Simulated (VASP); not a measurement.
# MoS2 (P-1) in VASP: single point with LDA

Aim: the single point of MoS2 with LDA.

All numbers are computed with VASP 6.6.1; they aren't measurements. Logs are shortened: lines on timing, memory, paths and dates and some standing lists are left out, and cuts for length are marked.

**1. The cell of the first run**

The typed cell holds 6 atoms: a = 3.161 Å, b = 3.188 Å, c = 12.296 Å, α = 90.41°, β = 91.14°, γ = 120.85°.

**2. Single point, LDA (equal xy, yz and zx shear strains of -2 %)**

Contents of INCAR:

```
PREC     = Accurate       # precision mode
ENCUT    = 520            # plane-wave cutoff, eV
EDIFF    = 1E-6           # SCF threshold, eV
ISMEAR   = -1             # smearing method
SIGMA    = 0.03           # smearing width, eV
LREAL    = F              # projectors in reciprocal space
LASPH    = T              # aspherical terms in the spheres
NELM     = 60             # most SCF steps
ALGO     = Normal         # electronic algorithm
ISIF     = 2              # what is computed and relaxed
LWAVE    = F              # write WAVECAR
LCHARG   = F              # write CHGCAR
GGA      = CA             # functional
NBANDS   = 35             # bands
```

Contents of KPOINTS:

```
Automatic mesh
0
Gamma
  10 10 3
```

Contents of POSCAR:

```
MoS2
1.0
    3.1610016016     -0.0316100160     -0.0316100160
   -1.6078758777      2.7533126964     -0.0115700689
   -0.1229500000     -0.1229500000     12.2950000000
Mo S
2 4
Direct
    0.3333333333      0.6666666667      0.2500000000
    0.6666666667      0.3333333333      0.7500000000
    0.3333333333      0.6666666667      0.6275000000
    0.6666666667      0.3333333333      0.1275000000
    0.3333333333      0.6666666667      0.8725000000
    0.6666666667      0.3333333333      0.3725000000
```

Potentials or basis: VASP PAW LDA potentials, release 64 (Mo_sv, S).

Command:

```bash
cat potpaw_LDA.64/Mo_sv/POTCAR potpaw_LDA.64/S/POTCAR > POTCAR
mpirun -np 1 vasp_std > vasp.out
```

OUTCAR:

```text
PREC = Accurate
   ENCUT = 520
   EDIFF = 1E-6
   ISMEAR = -1
   LREAL = F
   LASPH = T
   NELM = 60
   ISIF = 2
   GGA = CA

 ion  position               nearest neighbor table
   1  0.333  0.667  0.250-   4 2.32   6 2.34   6 2.37   6 2.39   4 2.39   4 2.39
   2  0.667  0.333  0.750-   5 2.32   3 2.34   3 2.37   3 2.39   5 2.39   5 2.39
   3  0.333  0.667  0.627-   2 2.34   2 2.37   2 2.39
   4  0.667  0.333  0.127-   1 2.32   1 2.39   1 2.39
   5  0.333  0.667  0.873-   2 2.32   2 2.39   2 2.39
   6  0.667  0.333  0.373-   1 2.34   1 2.37   1 2.39

  LATTYP: Found a triclinic cell.
 ALAT       =     3.1339638662
 B/A-ratio  =     1.0087281861
 C/A-ratio  =     3.9235389952
 COS(alpha) =     0.0198960208
 COS(beta)  =     0.0274156886
 COS(gamma) =     0.4869832429

  Lattice vectors:

 A1 = (   1.5531257239,   2.7217026804,  -0.0431800849)
 A2 = (   3.1610016016,  -0.0316100160,  -0.0316100160)
 A3 = (   0.1229500000,   0.1229500000, -12.2950000000)

Analysis of symmetry for initial positions (statically):
=====================================================================
 Subroutine PRICEL returns:
 Original cell was already a primitive cell.

 Routine SETGRP: Setting up the symmetry group for a
 triclinic supercell.

 Subroutine GETGRP returns: Found  2 space group operations
 (whereof  2 operations were pure point group operations)
 out of a pool of  2 trial point group operations.

The static configuration has the point symmetry S_2 .

Analysis of symmetry for dynamics (positions and initial velocities):
=====================================================================
 Subroutine PRICEL returns:
 Original cell was already a primitive cell.

 Routine SETGRP: Setting up the symmetry group for a
 triclinic supercell.

 Subroutine GETGRP returns: Found  2 space group operations
 (whereof  2 operations were pure point group operations)
 out of a pool of  2 trial point group operations.

The dynamic configuration has the point symmetry S_2 .

 Subroutine INISYM returns: Found  2 space group operations
 (whereof  2 operations are pure point group operations),
 and found     1 'primitive' translations

----------------------------------------------------------------------------------------

                                     Primitive cell

  volume of cell :     106.3598

  direct lattice vectors                    reciprocal lattice vectors
     3.161001602 -0.031610016 -0.031610016     0.318264647  0.185880950  0.005041456
    -1.607875878  2.753312696 -0.011570069     0.003690602  0.365369590  0.003690602
    -0.122950000 -0.122950000 12.295000000     0.000821720  0.000821720  0.081350310

  length of vectors
     3.161317686  3.188436844 12.296229439     0.368604842  0.365406867  0.081358610

  position of ions in fractional coordinates (direct lattice)
     0.333333333  0.666666667  0.250000000
     0.666666667  0.333333333  0.750000000
     0.333333333  0.666666667  0.627500000
     0.666666667  0.333333333  0.127500000
     0.333333333  0.666666667  0.872500000
     0.666666667  0.333333333  0.372500000

  ion indices of the primitive-cell ions
   primitive index   ion index
                 1           1
                 2           2
                 3           3
                 4           4
                 5           5
                 6           6

----------------------------------------------------------------------------------------

 KPOINTS: Automatic mesh

Automatic generation of k-mesh.
 Grid dimensions read from file:
 generate k-points for:   10   10    3

 Generating k-lattice:

  Cartesian coordinates                     Fractional coordinates (reciprocal lattice)
     0.031826465  0.018588095  0.000504146     0.100000000 -0.000000000 -0.000000000
     0.000369060  0.036536959  0.000369060     0.000000000  0.100000000  0.000000000
     0.000273907  0.000273907  0.027116770    -0.000000000  0.000000000  0.333333333

  Length of vectors
     0.036860484  0.036540687  0.027119537

  Shift w.r.t. Gamma in fractional coordinates (k-lattice)
     0.000000000  0.000000000  0.000000000

 Subroutine IBZKPT returns following result:
 ===========================================

 Found    152 irreducible k-points:

 Following reciprocal coordinates:
            Coordinates               Weight
  0.000000  0.000000  0.000000      1.000000
  0.100000  0.000000  0.000000      2.000000
  0.200000  0.000000  0.000000      2.000000
  0.300000 -0.000000  0.000000      2.000000
  0.400000  0.000000  0.000000      2.000000
  0.500000 -0.000000 -0.000000      1.000000
[... 16 lines left out ...]
 -0.400000  0.200000  0.000000      2.000000
 -0.300000  0.200000  0.000000      2.000000
 [... further k-points ...]
   k-points           NKPTS =    152   k-points in BZ     NKDIM =    152   number of bands    NBANDS=     35
   number of dos      NEDOS =    301   number of ions     NIONS =      6
   total plane-waves  NPLWV =  55296
   dimension x,y,z NGX =    24 NGY =   24 NGZ =   96
   dimension x,y,z NGXF=    48 NGYF=   48 NGZF=  192
   ions per type =               2   4
   NGX,Y,Z   is equivalent  to a cutoff of  12.62, 12.51, 12.98 a.u.
   NGXF,Y,Z  is equivalent  to a cutoff of  25.24, 25.03, 25.96 a.u.
 SYSTEM =  unknown system
   PREC   = accura    normal or accurate (medium, high low for compatibility)
   ISTART =      0    job   : 0-new  1-cont  2-samecut
   ICHARG =      2    charge: 1-file 2-atom 10-const
   ISPIN  =      1    spin polarized calculation?
   LNONCOLLINEAR =      F non collinear calculations
   LSORBIT =      F    spin-orbit coupling
   LASPH  =      T    aspherical Exc in radial PAW
   ENCUT  =  520.0 eV  38.22 Ry    6.18 a.u.   5.88  5.93 22.86*2*pi/ulx,y,z
   NELM   =     60;   NELMIN=  2; NELMDL= -5     # of ELM steps
   EDIFF  = 0.1E-05   stopping-criterion for ELM
   LREAL  =      F    real-space projection
   EDIFFG = 0.1E-04   stopping-criterion for IOM
   NSW    =      0    number of steps for IOM
   IBRION =     -1    ionic relax: 0-MD 1-quasi-New 2-CG
   NFREE  =      0    steps in history (QN), initial steepest desc. (CG)
   ISIF   =      2    stress and relaxation
   ISYM   =      2    0-nonsym 1-usesym 2-fastsym
   POTIM  = 0.5000    time-step for ionic-motion
   TEBEG  =    0.0;   TEEND  =   0.0 temperature during run
   PSTRESS=    0.0 pullay stress
   NELECT =      52.0000    total number of electrons
   NUPDOWN=      -1.0000    fix difference up-down
   EMIN   =  10.00;   EMAX   =-10.00  energy-range for DOS
   EFERMI =   0.00;   METHOD = LEGACY
   ISMEAR =    -1;   SIGMA  =   0.03  broadening in eV -4-tet -1-fermi 0-gaus
   EFERMI_NEDOS =   21; number of points for ismear=-14 and -15
   IALGO  =     38    algorithm
   IMIX   =      4    mixing-type and parameters
     AMIX     =   0.40;   BMIX     =  1.00
     AMIX_MAG =   1.60;   BMIX_MAG =  1.00
  volume/ion in A,a.u.               =      17.73       119.63
  Fermi-wavevector in a.u.,A,eV,Ry     =   1.289684  2.437150 22.630381  1.663286
  Thomas-Fermi vector in A             =   2.421562
   LORBIT       =      0    0 simple, 1 ext, 2 COOP (PROOUT), +10 PAW based schemes
   GGA     = CA    functional components
   LHFCALC =     F    Hartree Fock is set to
   AEXX    =    0.0000 exact exchange contribution
   IVDW    =     0    specifies the selected vdW correction
   LEPSILON=     F    determine dielectric tensor
   LRPA    =     F    only Hartree local field effects (RPA)
 non-spin polarized calculation
  energy-cutoff  :      520.00
  volume of cell :      106.36
 maximum number of plane-waves:      2894
   NGX = 11   NGY = 11   NGZ = 45

 number of electron      52.0000000 magnetization

 Free energy of the ion-electron system (eV)
  ---------------------------------------------------
  ext. energy  EPLUGINS =         0.00000000
  ---------------------------------------------------
  free energy    TOTEN  =       -48.81655307 eV

  energy without entropy =      -48.81655304  energy(sigma->0) =      -48.81655305

 E-fermi :   7.9798     XC(G=0): -11.0905

 val. band max:        7.6114509773   @ k =   0.0000   0.0000   0.0000
 cond. band min:       8.4187935982   @ k =   0.3000   0.4000   0.0000
 fundamental gap:      0.8073426210
 Fermi energy:         7.9797542058

 k-point     1 :       0.0000    0.0000    0.0000
  band No.  band energies     occupation
      1     -53.7033      2.00000
      2     -53.7033      2.00000
      3     -28.0823      2.00000
      4     -28.0822      2.00000
      5     -27.8641      2.00000
      6     -27.8641      2.00000
[... 27 lines left out ...]
     34      10.1607      0.00000
     35      12.8615      0.00000

 k-point     2 :       0.1000    0.0000    0.0000
  band No.  band energies     occupation
      1     -53.6989      2.00000
      2     -53.6989      2.00000
      3     -28.0738      2.00000
      4     -28.0737      2.00000
      5     -27.8837      2.00000
      6     -27.8837      2.00000
[... 27 lines left out ...]
     34       9.9320      0.00000
     35      13.5563      0.00000

 k-point     3 :       0.2000    0.0000    0.0000
  band No.  band energies     occupation
      1     -53.6874      2.00000
      2     -53.6874      2.00000
      3     -28.0522      2.00000
      4     -28.0521      2.00000
      5     -27.9900      2.00000
      6     -27.9900      2.00000
[... 27 lines left out ...]
     34      10.4932      0.00000
     35      14.7101      0.00000
[... 723 lines left out ...]
 k-point    23 :      -0.4000    0.2000    0.0000
  band No.  band energies     occupation
      1     -53.6684      2.00000
      2     -53.6684      2.00000
      3     -28.1537      2.00000
      4     -28.1537      2.00000
      5     -28.0130      2.00000
      6     -28.0129      2.00000
[... 27 lines left out ...]
     34      11.7733      0.00000
     35      15.1421      0.00000

 k-point    24 :      -0.3000    0.2000    0.0000
  band No.  band energies     occupation
      1     -53.6800      2.00000
      2     -53.6800      2.00000
      3     -28.0812      2.00000
      4     -28.0812      2.00000
      5     -28.0351      2.00000
      6     -28.0350      2.00000
[... 27 lines left out ...]
     34      11.2157      0.00000
     35      15.3729      0.00000

 [... further k-points ...]

------------------------ aborting loop because EDIFF is reached ----------------------------------------

  FORCE on cell =-STRESS in cart. coord.  units (eV):
  Direction    XX          YY          ZZ          XY          YZ          ZX
  --------------------------------------------------------------------------------------
  -------------------------------------------------------------------------------------
  Total       -0.6041273     -0.5849088      3.9302613      1.2006213      2.0358646      2.0369527
  in kB       -9.1004233     -8.8109216     59.2044824     18.0858611     30.6677595     30.6841513
  external PRESSURE =      13.7643792 kB  Pullay stress =       0.0000000 kB

 VOLUME and BASIS-vectors are now :
 -----------------------------------------------------------------------------
  energy-cutoff  :      520.00
  volume of cell :      106.36
      direct lattice vectors                 reciprocal lattice vectors
     3.161001602 -0.031610016 -0.031610016     0.318264647  0.185880950  0.005041456
    -1.607875878  2.753312696 -0.011570069     0.003690602  0.365369590  0.003690602
    -0.122950000 -0.122950000 12.295000000     0.000821720  0.000821720  0.081350310

 POSITION                                       TOTAL-FORCE (eV/Angst)
 -----------------------------------------------------------------------------------
     -0.04899      1.79427      3.05550         0.199248      0.006896      0.033144
      1.47916      0.80449      9.19632        -0.199248     -0.006896     -0.033144
     -0.09540      1.74785      7.69686        -0.222929     -0.320651     -0.769702
      1.55570      0.88102      1.54268        -0.425504     -0.327581     -0.803653
     -0.12552      1.71773     10.70914         0.425504      0.327581      0.803653
      1.52558      0.85090      4.55496         0.222929      0.320651      0.769702
 -----------------------------------------------------------------------------------
    total drift:                                0.000000     -0.000000     -0.000000

  FREE ENERGIE OF THE ION-ELECTRON SYSTEM (eV)
  ---------------------------------------------------
  free  energy   TOTEN  =       -48.8165530667 eV

  energy  without entropy=      -48.8165530379  energy(sigma->0) =      -48.81655305
```

It took 6 min on 1 thread of Intel Xeon Platinum 8259CL at 2.50GHz (Skylake/Cascade Lake), shared host; peak memory 0.5 GiB.

What came out:

```yaml
Free_energy: -48.8166 eV
Pressure: 1.4 GPa
Largest_force: 0.967 eV/Å
Band_gap_on_the_k_mesh: 0.81 eV (least direct gap 1.81 eV)
```

Forces in eV/Å, atoms in the order of the input:
```
Mo   0.199  0.007  0.033
Mo  -0.199 -0.007 -0.033
S   -0.223 -0.321 -0.770
S   -0.426 -0.328 -0.804
S    0.426  0.328  0.804
S    0.223  0.321  0.770
```

Caveat: the cell differs from its parent crystal (equal xy, yz and zx shear strains of -2 %); an odd mesh through Γ misses points on the zone boundary, where band edges can lie.
